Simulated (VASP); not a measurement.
Runs of VASP 6.6.1 on In. The structure is that of space group P6_3/mmc (No. 194), or close to it. The cells are those of the table. 

| cell | k mesh | gap on the mesh (eV) | pressure (GPa) |
| --- | --- | --- | --- |
| a = 3.395, b = 3.395, c = 11.028 Å, angles 90.0, 90.0, 120.0°, 4 atoms | 12 × 12 × 4 | none | 0.0 |
| a = 3.395, b = 3.395, c = 11.028 Å, angles 90.0, 90.0, 120.0°, 4 atoms | 11 × 11 × 3 | none | -0.1 |
| a = 3.302, b = 3.302, c = 10.726 Å, angles 90.0, 90.0, 120.0°, 4 atoms | 12 × 12 × 4 | none | 3.6 |
| a = 3.526, b = 3.526, c = 11.453 Å, angles 90.0, 90.0, 120.0°, 4 atoms | 12 × 12 × 4 | none | (b) |
| a = 3.349, b = 3.349, c = 10.879 Å, angles 90.0, 90.0, 120.0°, 4 atoms | 12 × 12 × 4 | none | 1.6 |
| a = 3.483, b = 3.483, c = 11.315 Å, angles 90.0, 90.0, 120.0°, 4 atoms | 12 × 12 × 4 | none | -2.2 |
| a = 3.253, b = 3.253, c = 10.568 Å, angles 90.0, 90.0, 120.0°, 4 atoms | 12 × 12 × 4 | none | (a) |
| a = 3.440, b = 3.440, c = 11.173 Å, angles 90.0, 90.0, 120.0°, 4 atoms | 12 × 12 × 4 | none | -1.3 |
| a = 3.395, b = 3.395, c = 11.028 Å, angles 90.0, 90.0, 120.0°, 4 atoms | 14 × 14 × 4 | none | 0.0 |

Alike in all rows: task single point; level PBE; potentials or basis VASP PAW PBE potentials, release 64 (In_d); no spin polarisation; cutoff (eV) 520; smearing fermi-dirac 0.1 eV.

**Question.** Estimate the missing entries.

**Answer.** (a) 6.2; (b) -3.0.

Caveats: spin-orbit coupling is left out, which moves the levels of the heavy elements.

A k mesh can miss the band edges, and the runs leave out spin-orbit coupling on In.

A gap of «none» marks levels without a gap at the run's occupations.
